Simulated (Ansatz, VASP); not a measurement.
# One calculation of BiTe, two programs

File INCAR:

```
PREC     = Accurate       # precision mode
ENCUT    = 520            # plane-wave cutoff, eV
EDIFF    = 1E-6           # SCF threshold, eV
ISMEAR   = 0              # smearing method
SIGMA    = 0.15           # smearing width, eV
LREAL    = False          # projectors in reciprocal space
LASPH    = True           # aspherical terms in the spheres
NELM     = 100            # most SCF steps
ALGO     = Normal         # electronic algorithm
ISIF     = 2              # what is computed and relaxed
LWAVE    = False          # write WAVECAR
LCHARG   = False          # write CHGCAR
GGA      = PS             # functional
NBANDS   = 18             # bands
```

Contents of KPOINTS:

```
Automatic mesh
0
Gamma
  12 12 12
```

The input POSCAR:

```
BiTe
1.0
    2.4227077728      1.3987509848      3.3172919545
   -2.4227077728      1.3987509848      3.3172919545
    0.0000000000     -2.7975019696      3.3172919545
Bi Te
1 1
Direct
    0.5000000000      0.5000000000      0.5000000000
    0.0153739765      0.0153739765     -0.0153739765
```

Input for Ansatz:

```yaml
crystal:
  lattice:
    - [2.4227077728, 1.3987509848, 3.3172919545]
    - [-2.4227077728, 1.3987509848, 3.3172919545]
    - [0.0, -2.7975019696, 3.3172919545]
  atoms:
    - { symbol: Bi, position: [0.5, 0.5, 0.5] }
    - { symbol: Te, position: [0.0153739765, 0.0153739765, -0.0153739765] }
basis:
  ecutwfc: 420
kpoints:
  mp_grid: { grid: [12, 12, 12] }
hamiltonian:
  xc: pbesol
scf:
  occupations: { method: gaussian, width: 0.15 }
output:
  forces: true
  stress: true
  eigenvalues: true
```

Change from the starting cell: all Te atoms moved -0.100 Å, as atom 2 towards its neighbour atom 1 (Bi) at 3.252 Å.

Alike in both runs: task single point; functional PBEsol; k mesh 12 × 12 × 12; occupations gaussian, width 0.15 eV; no spin polarisation.

```csv
,VASP,Ansatz
version,VASP 6.6.1,Ansatz 0.2.0
potentials or method,"VASP PAW PBE potentials, release 64 (Bi_d, Te), cutoff 520 eV","scalar-relativistic, plane waves, PAW"
valence electrons in the cell,21,31
```

```tsv
	VASP	Ansatz	Ansatz less VASP
gap on the k mesh at the Fermi level (eV)	none	none	-
pressure (GPa)	-2.4	-2.3	+0.03
traceless stress, the component that is largest in VASP (GPa)	-0.16	-0.16	+0.001
rms of the force components (eV/Å)	0.107	0.106	-0.0014
```

VASP's potentials were made for PBE, not for PBEsol. Atom by atom the forces differ by 0.001 eV/Å (rms over components). A gap of «none» marks a metal or a gap that the smearing closes. VASP's potentials hold 21 valence electrons a cell and Ansatz's 31, so a difference there can come from the potentials and not from the codes.

Spin-orbit coupling is off throughout.
